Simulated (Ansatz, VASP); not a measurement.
## Two plane-wave programs on Ta

```
CELL_PARAMETERS angstrom
4.67448 0.00000 0.00000
-2.33724 4.04822 0.00000
0.00000 0.00000 19.81670
ATOMIC_POSITIONS crystal
Ta 0.83333 0.16667 0.41584
Ta 0.16667 0.83333 0.45683
Ta 0.50000 0.50000 0.50000
Ta 0.83333 0.16667 0.54317
Ta 0.16667 0.83333 0.58416
```

Alike in both runs: functional r2SCAN; k mesh 8 × 8 × 1; occupations fermi-dirac, width 0.08 eV; no spin polarisation.

Ansatz relaxed the structure, and its values are those at the end. VASP's run is a single point on that final structure, the one shown.

|  | VASP | Ansatz |
| --- | --- | --- |
| version | VASP 6.6.1 | Ansatz 0.2.0 |
| potentials or method | VASP PAW PBE potentials, release 64 (Ta_pv) | PAW with Ansatz's default frozen-core files, scalar-relativistic |
| plane-wave cutoff (eV) | 520 | 500 |
| valence electrons in the cell | 55 | 65 |

Ansatz gave:

* rms of the force components (eV/Å): 0.003

Problem. Estimate VASP's values.

Solution. rms of the force components (eV/Å): 0.021.

VASP's potentials were made for PBE, not for r2SCAN. VASP's potentials hold 55 valence electrons a cell and Ansatz's 65, so a difference there can come from the potentials and not from the codes. Ansatz's warnings: stress scf threshold loose, xc potential rough in thin density.

Spin-orbit coupling is off throughout.
